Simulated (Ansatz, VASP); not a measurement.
One calculation of ZnSe, two programs

The input INCAR:

```
SYSTEM = ZnSe
ALGO = Normal ; EDIFF = 1E-7
ENCUT = 520 ; GGA = PE
ISIF = 2 ; ISMEAR = 0
LASPH = .True. ; LCHARG = .True.
LELF = .True. ; LREAL = .False.
LVHAR = .True. ; LWAVE = .False.
NBANDS = 26 ; NELM = 80
PREC = Accurate ; SIGMA = 0.05
```

KPOINTS

```
k-points
0
Gamma
  8 8 6
  0 0 0
```

The input POSCAR:

```
ZnSe
1.0
    0.0000000000     -2.8338000000     -2.8338000000
    0.0000000000      2.8338000000     -2.8338000000
    5.6676000000      0.0000000000      0.0000000000
Zn Se
2 2
Direct
    0.5000000000      0.5000000000      0.4669172136
    0.0000000000      0.0000000000      0.0330827864
    0.0000000000      0.5000000000      0.2500000000
    0.5000000000      0.0000000000      0.7500000000
```

Input for Ansatz:

```yaml
crystal:
  lattice:
    - [0.0, -2.8338, -2.8338]
    - [0.0, 2.8338, -2.8338]
    - [5.6676, 0.0, 0.0]
  atoms:
    - { symbol: Zn, position: [0.5, 0.5, 0.4669172136] }
    - { symbol: Zn, position: [0.0, 0.0, 0.0330827864] }
    - { symbol: Se, position: [0.0, 0.5, 0.25] }
    - { symbol: Se, position: [0.5, 0.0, 0.75] }
basis:
  ecutwfc: 420
kpoints:
  mp_grid: { grid: [8, 8, 6] }
hamiltonian:
  xc: pbe
scf:
  occupations: { method: gaussian, width: 0.05 }
output:
  forces: true
  stress: true
  eigenvalues: true
```

Change from the starting cell: mode 7 (198.7 1/cm) frozen in, largest displacement +0.188 Å.

Alike in both runs: task single point; functional PBE; k mesh 8 × 8 × 6; occupations gaussian, width 0.05 eV; no spin polarisation.

```csv
,VASP,Ansatz
version,VASP 6.6.1,Ansatz 0.2.0
potentials or method,"VASP PAW PBE potentials, release 64 (Zn, Se), cutoff 520 eV","scalar-relativistic, plane waves, PAW"
valence electrons in the cell,36,56
```

|  | VASP | Ansatz | Ansatz less VASP |
| --- | --- | --- | --- |
| gap on the k mesh at the Fermi level (eV) | 1.04 | 1.04 | +0.002 |
| least direct gap on the mesh (eV) | 1.04 | 1.04 | +0.002 |
| pressure (GPa) | 3.3 | 3.0 | -0.25 |
| traceless stress, the component that is largest in VASP (GPa) | -1.31 | -1.29 | +0.020 |
| rms of the force components (eV/Å) | 0.727 | 0.717 | -0.0094 |

Atom by atom the forces differ by 0.009 eV/Å (rms over components). VASP's potentials hold 36 valence electrons a cell and Ansatz's 56, so a difference there can come from the potentials and not from the codes.
